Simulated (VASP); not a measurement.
# Ga: single point with PBEsol

Ga:

```
Ga
1.0
     2.90966    0.00000    0.00000
    -1.45483    2.51984    0.00000
     0.00000    0.00000    4.87546
Ga
2
Cartesian
  0.0000 1.6799 1.2189
  1.4548 0.8399 3.6566
```

This isn't the form of Ga at room conditions, which is orthorhombic.

* Program: VASP 6.6.1
* Task: single point
* Functional: PBEsol
* Potentials or basis: VASP PAW PBE potentials, release 64 (Ga_d)
* Cutoff: 520 eV
* k mesh: 15 × 15 × 8
* Occupations: fermi-dirac, width 0.1 eV
* Spin: no spin polarisation
* Dipole correction: no
* Further INCAR settings: ALGO = Normal; EDIFF = 1e-06; NBANDS = 20

```
Pressure               : 0.0 GPa
Band gap on the k mesh : zero (bands 13 and 14 overlap by 7.53 eV)
```

Levels at points of the mesh, in eV from the Fermi level:
```csv
k point,band 11,band 12,band 13,band 14,band 15,band 16
"(0.00, 0.00, 0.00)",-11.49,-5.35,-4.36,10.52,10.52,12.28
"(0.00, 0.00, 0.50)",-9.85,-9.85,3.25,3.25,11.71,11.71
```

Wall time 30 s on 1 thread of AMD EPYC 9R45 96-Core Processor (Zen 5) (shared host), peak memory 0.18 GiB.

Caveat: the PAW data sets were made with another functional, which shifts forces and pressure a little.
